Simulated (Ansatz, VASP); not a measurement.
## One calculation of Cu, two programs

```xyz
1
Lattice="0.0000 1.7967 1.7967 1.7967 0.0000 1.7967 1.7967 1.7967 0.0000" Properties=species:S:1:pos:R:3 pbc="T T T"
Cu    0.0000    0.0000    0.0000
```

Alike in both runs: task single point; functional PBE; k mesh 14 × 14 × 14; occupations fermi-dirac, width 0.1 eV; no spin polarisation.

```csv
,VASP,Ansatz
version,VASP 6.6.1,Ansatz 0.2.0
potentials or method,"VASP PAW PBE potentials, release 64 (Cu), cutoff 600 eV","PAW, plane waves, scalar-relativistic"
valence electrons in the cell,11,19
```

VASP gave:

```
pressure (GPa) : 5.3
```

**Question.** What did Ansatz give for the same quantities?

**Answer.** Pressure (GPa): 4.7.

VASP's potentials hold 11 valence electrons a cell and Ansatz's 19, so a difference there can come from the potentials and not from the codes.
